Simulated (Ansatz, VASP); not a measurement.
**One calculation of MgO, two programs**

```xyz
2
Lattice="0.0000 2.1015 2.1085 2.1015 0.0000 2.1085 2.1015 2.1015 0.0000" Properties=species:S:1:pos:R:3 pbc="T T T"
Mg    0.0000    0.0000    0.0000
O     2.1015    2.1015    2.1085
```

Alike in both runs: task single point; functional PBE; k mesh 8 × 8 × 8; occupations gaussian, width 0.02 eV; no spin polarisation.

```csv
,VASP,Ansatz
version,VASP 6.6.1,Ansatz 0.2.0
potentials or method,"VASP PAW PBE potentials, release 64 (Mg, O), cutoff 600 eV","plane waves, PAW"
valence electrons in the cell,8,16
```

|  | VASP | Ansatz | Ansatz less VASP |
| --- | --- | --- | --- |
| pressure (GPa) | 4.2 | 5.3 | +1.02 |
| traceless stress, the component that is largest in VASP (GPa) | -0.48 | -0.48 | +0.003 |

VASP's potentials hold 8 valence electrons a cell and Ansatz's 16, so a difference there can come from the potentials and not from the codes.
